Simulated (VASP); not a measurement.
Write the native input for VASP 6.6.1 that does the following.

* Task: electric field gradients
* Functional: LDA
* Potentials or basis: VASP PAW LDA potentials, release 64 (Hg, Te)
* Cutoff: 520 eV
* k mesh: 11 × 11 × 11
* Occupations: fermi-dirac, width 0.03 eV
* Spin: no spin polarisation
* Dipole correction: no
* Further INCAR settings: ALGO = Normal; EDIFF = 1e-08; NBANDS = 16

The structure of HgTe lies in POSCAR:

```
HgTe
1.0
    0.0322350000      3.2396175000      3.2396175000
    3.2396175000      0.0322350000      3.2396175000
    3.2396175000      3.2396175000      0.0322350000
Hg Te
1 1
Direct
    0.0000000000      0.0000000000      0.0000000000
    0.7500000000      0.7500000000      0.7500000000
```

This cell differs from its parent crystal: equal xy, yz and zx shear strains of +1 %.

One way to write it, as run:

INCAR

```
SYSTEM = HgTe
ALGO = Normal ; EDIFF = 1E-8
ENCUT = 520 ; GGA = CA
ISIF = 2 ; ISMEAR = -1
LASPH = .True. ; LCHARG = .False.
LEFG = .True. ; LREAL = .False.
LWAVE = .False. ; NBANDS = 16
NELM = 60 ; PREC = Accurate
SIGMA = 0.03
```

KPOINTS

```
k-points
0
Gamma
  11 11 11
  0 0 0
```

Potentials or basis: VASP PAW LDA potentials, release 64 (Hg, Te).

The run is started by

```bash
$ cat potpaw_LDA.64/Hg/POTCAR potpaw_LDA.64/Te/POTCAR > POTCAR
$ mpirun -np 1 vasp_std > vasp.out
```

Results of the run:

```
Pressure                                : 0.0 GPa
Largest force                           : 0.091 eV/Å
Band gap on the k mesh                  : zero (filled and empty bands touch)
Largest electric field gradient by atom : Hg +28.3; Te +4.2 V/Å²
```

Caveat: the cell differs from its parent crystal (equal xy, yz and zx shear strains of +1 %); semilocal functionals underestimate gaps, and a narrow one can read as zero; without QUAD_EFG the Cq values of the log hold for a quadrupole moment of 1 mb, not for the nuclei; spin-orbit coupling is left out, which moves the levels of the heavy elements.

Wall time 110 s on 1 thread of Intel(R) Xeon(R) 6975P-C (Granite Rapids) (shared host), peak memory 0.29 GiB.
